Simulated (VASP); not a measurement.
Input of a VASP 6.6.1 run:

Contents of INCAR:

```
ALGO = Normal ; EDIFF = 1E-7
EDIFFG = -0.02 ; ENCUT = 840
GGA = CA ; GGA_COMPAT = False
IBRION = 2 ; ISIF = 3
ISMEAR = 0 ; LASPH = True
LCHARG = False ; LMAXMIX = 6
LREAL = False ; LWAVE = False
NELM = 200 ; NELMIN = 4
NSW = 60 ; PREC = Accurate
SIGMA = 0.1
```

The input KPOINTS:

```
k-points
0
Gamma
  5 5 5
```

POSCAR

```
LaMg
1.0
    3.9600000000      0.0000000000      0.0000000000
    0.0000000000      3.9600000000      0.0000000000
    0.0000000000      0.0000000000      3.9600000000
La Mg
1 1
Direct
    0.0000000000      0.0000000000      0.0000000000
    0.5000000000      0.5000000000      0.5000000000
```

Potentials or basis: VASP PAW LDA potentials, release 64 (La, Mg_sv).

Command:

```bash
$ cat potpaw_LDA.64/La/POTCAR potpaw_LDA.64/Mg_sv/POTCAR > POTCAR
$ mpirun -np 1 vasp_std > vasp.out
```

Q: Estimate the relaxed volume.

A: 28.61 Å³/atom.

Q: What does it give for the relaxed cell?

A: a = 3.853 Å, b = 3.853 Å, c = 3.853 Å, α = 90.00°, β = 90.00°, γ = 90.00°.

The path:
| step | energy change (eV) | largest force (eV/Å) | pressure (GPa) | volume (Å³) |
| --- | --- | --- | --- | --- |
| 1 | 0.0000 | 0.0000 | -2.17 | 62.10 |
| 2 | -0.0436 | 0.0000 | -0.79 | 58.39 |
| 3 | -0.0460 | 0.0000 | -0.36 | 57.74 |
| 4 | -0.0453 | 0.0000 | 0.54 | 56.46 |
| 5 | -0.0466 | 0.0000 | -0.01 | 57.22 |
